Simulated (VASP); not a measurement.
# Zn (P6_3/mmc) in VASP: notebook

Zn is run at these levels: PBE; tasks: single point.

All numbers are computed with VASP 6.6.1; they aren't measurements. Logs are shortened: lines on timing, memory, paths and dates and some standing lists are left out, and cuts for length are marked.

### Step 1. The cell of the first run

Symmetry: P6_3/mmc, No. 194, hexagonal system. Conventional cell: a = 2.352 Å, b = 2.352 Å, c = 3.775 Å, α = 90.00°, β = 90.00°, γ = 120.00°. Zn (site symmetry -6m2) has 12 Zn at 2.33 to 2.35 Å within 3.1 Å.

### Step 2. Single point, PBE

File INCAR:

```
PREC     = Accurate       # precision mode
ENCUT    = 520            # plane-wave cutoff, eV
EDIFF    = 1E-6           # SCF threshold, eV
ISMEAR   = -1             # smearing method
SIGMA    = 0.05           # smearing width, eV
LREAL    = F              # projectors in reciprocal space
LASPH    = T              # aspherical terms in the spheres
NELM     = 100            # most SCF steps
ALGO     = Normal         # electronic algorithm
ISIF     = 2              # what is computed and relaxed
LWAVE    = F              # write WAVECAR
LCHARG   = F              # write CHGCAR
GGA      = PE             # functional
NBANDS   = 19             # bands
```

File KPOINTS:

```
Automatic mesh
0
Gamma
  16 16 9
```

File POSCAR:

```
Zn
1.0
    2.3520643609      0.0000000000      0.0000000000
   -1.1760321804      2.0369474879      0.0000000000
    0.0000000000      0.0000000000      3.7745404426
Zn
2
Direct
    0.3333333333      0.6666666667      0.2500000000
    0.6666666667      0.3333333333      0.7500000000
```

Potentials or basis: VASP PAW PBE potentials, release 64 (Zn).

Run with:

```console
cat potpaw_PBE.64/Zn/POTCAR > POTCAR
mpirun -np 1 vasp_std > vasp.out
```

OUTCAR:

```text
PREC = Accurate
   ENCUT = 520
   EDIFF = 1E-6
   ISMEAR = -1
   LREAL = F
   LASPH = T
   NELM = 100
   ISIF = 2
   GGA = PE

 ion  position               nearest neighbor table
   1  0.333  0.667  0.250-   2 2.33   2 2.33   2 2.33   2 2.33   2 2.33   2 2.33
   2  0.667  0.333  0.750-   1 2.33   1 2.33   1 2.33   1 2.33   1 2.33   1 2.33

  LATTYP: Found a hexagonal cell.
 ALAT       =     2.3520643609
 C/A-ratio  =     1.6047777031

  Lattice vectors:

 A1 = (   2.3520643609,   0.0000000000,   0.0000000000)
 A2 = (  -1.1760321804,   2.0369474879,   0.0000000000)
 A3 = (   0.0000000000,   0.0000000000,   3.7745404426)

Analysis of symmetry for initial positions (statically):
=====================================================================
 Subroutine PRICEL returns:
 Original cell was already a primitive cell.

 Routine SETGRP: Setting up the symmetry group for a
 hexagonal supercell.

 Subroutine GETGRP returns: Found 24 space group operations
 (whereof 12 operations were pure point group operations)
 out of a pool of 24 trial point group operations.

The static configuration has the point symmetry D_3d.
 The point group associated with its full space group is D_6h.

Analysis of symmetry for dynamics (positions and initial velocities):
=====================================================================
 Subroutine PRICEL returns:
 Original cell was already a primitive cell.

 Routine SETGRP: Setting up the symmetry group for a
 hexagonal supercell.

 Subroutine GETGRP returns: Found 24 space group operations
 (whereof 12 operations were pure point group operations)
 out of a pool of 24 trial point group operations.

The dynamic configuration has the point symmetry D_3d.
 The point group associated with its full space group is D_6h.

 Subroutine INISYM returns: Found 24 space group operations
 (whereof 12 operations are pure point group operations),
 and found     1 'primitive' translations

----------------------------------------------------------------------------------------

                                     Primitive cell

  volume of cell :      18.0839

  direct lattice vectors                    reciprocal lattice vectors
     2.352064361  0.000000000  0.000000000     0.425158434  0.245465336  0.000000000
    -1.176032180  2.036947488  0.000000000     0.000000000  0.490930672  0.000000000
     0.000000000  0.000000000  3.774540443     0.000000000  0.000000000  0.264932914

  length of vectors
     2.352064361  2.352064361  3.774540443     0.490930672  0.490930672  0.264932914

  position of ions in fractional coordinates (direct lattice)
     0.333333333  0.666666667  0.250000000
     0.666666667  0.333333333  0.750000000

  ion indices of the primitive-cell ions
   primitive index   ion index
                 1           1
                 2           2

----------------------------------------------------------------------------------------

 KPOINTS: Automatic mesh

Automatic generation of k-mesh.
 Grid dimensions read from file:
 generate k-points for:   16   16    9

 Generating k-lattice:

  Cartesian coordinates                     Fractional coordinates (reciprocal lattice)
     0.026572402  0.015341584  0.000000000     0.062500000  0.000000000  0.000000000
     0.000000000  0.030683167  0.000000000     0.000000000  0.062500000  0.000000000
     0.000000000  0.000000000  0.029436990     0.000000000  0.000000000  0.111111111

  Length of vectors
     0.030683167  0.030683167  0.029436990

  Shift w.r.t. Gamma in fractional coordinates (k-lattice)
     0.000000000  0.000000000  0.000000000

 Subroutine IBZKPT returns following result:
 ===========================================

 Found    150 irreducible k-points:

 Following reciprocal coordinates:
            Coordinates               Weight
  0.000000  0.000000  0.000000      1.000000
  0.062500  0.000000  0.000000      6.000000
  0.125000  0.000000  0.000000      6.000000
  0.187500  0.000000  0.000000      6.000000
  0.250000  0.000000  0.000000      6.000000
  0.312500  0.000000  0.000000      6.000000
[... 16 lines left out ...]
  0.187500  0.187500  0.000000      6.000000
  0.250000  0.187500  0.000000     12.000000
 [... further k-points ...]
   k-points           NKPTS =    150   k-points in BZ     NKDIM =    150   number of bands    NBANDS=     19
   number of dos      NEDOS =    301   number of ions     NIONS =      2
   total plane-waves  NPLWV =   9072
   dimension x,y,z NGX =    18 NGY =   18 NGZ =   28
   dimension x,y,z NGXF=    36 NGYF=   36 NGZF=   56
   ions per type =               2
   NGX,Y,Z   is equivalent  to a cutoff of  12.72, 12.72, 12.33 a.u.
   NGXF,Y,Z  is equivalent  to a cutoff of  25.45, 25.45, 24.66 a.u.
 SYSTEM =  unknown system
   PREC   = accura    normal or accurate (medium, high low for compatibility)
   ISTART =      0    job   : 0-new  1-cont  2-samecut
   ICHARG =      2    charge: 1-file 2-atom 10-const
   ISPIN  =      1    spin polarized calculation?
   LNONCOLLINEAR =      F non collinear calculations
   LSORBIT =      F    spin-orbit coupling
   LASPH  =      T    aspherical Exc in radial PAW
   ENCUT  =  520.0 eV  38.22 Ry    6.18 a.u.   4.37  4.37  7.02*2*pi/ulx,y,z
   NELM   =    100;   NELMIN=  2; NELMDL= -5     # of ELM steps
   EDIFF  = 0.1E-05   stopping-criterion for ELM
   LREAL  =      F    real-space projection
   EDIFFG = 0.1E-04   stopping-criterion for IOM
   NSW    =      0    number of steps for IOM
   IBRION =     -1    ionic relax: 0-MD 1-quasi-New 2-CG
   NFREE  =      0    steps in history (QN), initial steepest desc. (CG)
   ISIF   =      2    stress and relaxation
   ISYM   =      2    0-nonsym 1-usesym 2-fastsym
   POTIM  = 0.5000    time-step for ionic-motion
   TEBEG  =    0.0;   TEEND  =   0.0 temperature during run
   PSTRESS=    0.0 pullay stress
   NELECT =      24.0000    total number of electrons
   NUPDOWN=      -1.0000    fix difference up-down
   EMIN   =  10.00;   EMAX   =-10.00  energy-range for DOS
   EFERMI =   0.00;   METHOD = LEGACY
   ISMEAR =    -1;   SIGMA  =   0.05  broadening in eV -4-tet -1-fermi 0-gaus
   EFERMI_NEDOS =   21; number of points for ismear=-14 and -15
   IALGO  =     38    algorithm
   IMIX   =      4    mixing-type and parameters
     AMIX     =   0.40;   BMIX     =  1.00
     AMIX_MAG =   1.60;   BMIX_MAG =  1.00
  volume/ion in A,a.u.               =       9.04        61.02
  Fermi-wavevector in a.u.,A,eV,Ry     =   1.799068  3.399745 44.037230  3.236645
  Thomas-Fermi vector in A             =   2.860077
   LORBIT       =      0    0 simple, 1 ext, 2 COOP (PROOUT), +10 PAW based schemes
   GGA     = PE    functional components
   LHFCALC =     F    Hartree Fock is set to
   AEXX    =    0.0000 exact exchange contribution
   IVDW    =     0    specifies the selected vdW correction
   LEPSILON=     F    determine dielectric tensor
   LRPA    =     F    only Hartree local field effects (RPA)
 non-spin polarized calculation
  energy-cutoff  :      520.00
  volume of cell :       18.08
 maximum number of plane-waves:       513
 NGX is ok and might be reduce to    18
   NGX =  9   NGY =  9   NGZ = 15

 number of electron      23.9999989 magnetization

 Free energy of the ion-electron system (eV)
  ---------------------------------------------------
  ext. energy  EPLUGINS =         0.00000000
  ---------------------------------------------------
  free energy    TOTEN  =         0.83284396 eV

  energy without entropy =        0.83374227  energy(sigma->0) =        0.83329311

 E-fermi :   8.7004     XC(G=0): -14.5851

 val. band max:        8.6679536705   @ k =   0.1875   0.0000   0.0000
 cond. band min:       8.7620233759   @ k =   0.2500   0.1250   0.0000
 fundamental gap:      0.0940697055
 Fermi energy:         8.7004293161

 k-point     1 :       0.0000    0.0000    0.0000
  band No.  band energies     occupation
      1      -7.5233      2.00000
      2      -3.7847      2.00000
      3      -1.7384      2.00000
      4      -1.7289      2.00000
      5      -1.7289      2.00000
      6      -1.4752      2.00000
[... 11 lines left out ...]
     18      31.2654      0.00000
     19      32.3309      0.00000

 k-point     2 :       0.0625    0.0000    0.0000
  band No.  band energies     occupation
      1      -7.3738      2.00000
      2      -3.7122      2.00000
      3      -1.8670      2.00000
      4      -1.6747      2.00000
      5      -1.6110      2.00000
      6      -1.4962      2.00000
[... 11 lines left out ...]
     18      33.1270      0.00000
     19      33.5241      0.00000

 k-point     3 :       0.1250    0.0000    0.0000
  band No.  band energies     occupation
      1      -6.9332      2.00000
      2      -3.5174      2.00000
      3      -2.0214      2.00000
      4      -1.5788      2.00000
      5      -1.5180      2.00000
      6      -1.4757      2.00000
[... 11 lines left out ...]
     18      33.3205      0.00000
     19      33.8600      0.00000

 k-point     4 :       0.1875    0.0000    0.0000
  band No.  band energies     occupation
      1      -6.2300      2.00000
      2      -3.2785      2.00000
      3      -2.1641      2.00000
      4      -1.8937      2.00000
      5      -1.6485      2.00000
      6      -1.4569      2.00000
[... 11 lines left out ...]
     18      31.0792      0.00000
     19      33.0230      0.00000

 k-point     5 :       0.2500    0.0000    0.0000
  band No.  band energies     occupation
      1      -5.3348      2.00000
      2      -3.1410      2.00000
      3      -2.3430      2.00000
      4      -2.2017      2.00000
      5      -1.6727      2.00000
      6      -1.5861      2.00000
[... 11 lines left out ...]
     18      28.6508      0.00000
     19      31.8150      0.00000
[... 334 lines left out ...]
      2      -3.2147      2.00000
      3      -3.1234      2.00000
      4      -1.9244      2.00000
      5      -1.7541      2.00000
      6      -1.5869      2.00000
[... 11 lines left out ...]
     18      25.4938      0.00000
     19      26.9964      0.00000

 k-point    22 :       0.4375    0.1250    0.0000
  band No.  band energies     occupation
      1      -3.3052      2.00000
      2      -3.2039      2.00000
      3      -3.1705      2.00000
      4      -1.9282      2.00000
      5      -1.6303      2.00000
      6      -1.6235      2.00000
[... 11 lines left out ...]
     18      25.3556      0.00000
     19      26.8276      0.00000

 k-point    23 :       0.1875    0.1875    0.0000
  band No.  band energies     occupation
      1      -4.1183      2.00000
      2      -2.8341      2.00000
      3      -2.6981      2.00000
      4      -2.5848      2.00000
      5      -1.8741      2.00000
      6      -1.5718      2.00000
[... 11 lines left out ...]
     18      25.5589      0.00000
     19      26.5063      0.00000

 k-point    24 :       0.2500    0.1875    0.0000
  band No.  band energies     occupation
      1      -3.4136      2.00000
      2      -2.9098      2.00000
      3      -2.8858      2.00000
      4      -2.4998      2.00000
      5      -1.9475      2.00000
      6      -1.4617      2.00000
[... 11 lines left out ...]
     18      23.7463      0.00000
     19      25.3086      0.00000

 [... further k-points ...]
[... 5 lines left out ...]
  --------------------------------------------------------------------------------------
  -------------------------------------------------------------------------------------
  Total       15.3055964     15.3055964     15.2723204      0.0000000      0.0000000      0.0000000
  in kB     1356.0250756   1356.0250756   1353.0769402      0.0000000      0.0000000      0.0000000
  external PRESSURE =    1355.0423638 kB  Pullay stress =       0.0000000 kB

 VOLUME and BASIS-vectors are now :
 -----------------------------------------------------------------------------
  energy-cutoff  :      520.00
  volume of cell :       18.08
      direct lattice vectors                 reciprocal lattice vectors
     2.352064361  0.000000000  0.000000000     0.425158434  0.245465336  0.000000000
    -1.176032180  2.036947488  0.000000000     0.000000000  0.490930672  0.000000000
     0.000000000  0.000000000  3.774540443     0.000000000  0.000000000  0.264932914

 POSITION                                       TOTAL-FORCE (eV/Angst)
 -----------------------------------------------------------------------------------
     -0.00000      1.35796      0.94364        -0.000000      0.000000      0.000000
      1.17603      0.67898      2.83091         0.000000     -0.000000      0.000000
 -----------------------------------------------------------------------------------
    total drift:                               -0.000000      0.000000      0.000000

  FREE ENERGIE OF THE ION-ELECTRON SYSTEM (eV)
  ---------------------------------------------------
  free  energy   TOTEN  =         0.8328439629 eV

  energy  without entropy=        0.8337422669  energy(sigma->0) =        0.83329311
```

Wall time 18 s (1 thread of Intel Xeon 6975P-C, shared host); peak memory 0.16 GiB.

Results:

```
Free energy            : 0.8328 eV
Pressure               : 135.5 GPa
Band gap on the k mesh : zero (band 12 reaches 10.22 eV, above the bottom of band 13 at 7.94 eV)
```

Stress tensor (GPa, compression positive):
```
135.60   0.00   0.00
  0.00 135.60   0.00
  0.00   0.00 135.31
```

(Continued in part 2 of 2.)
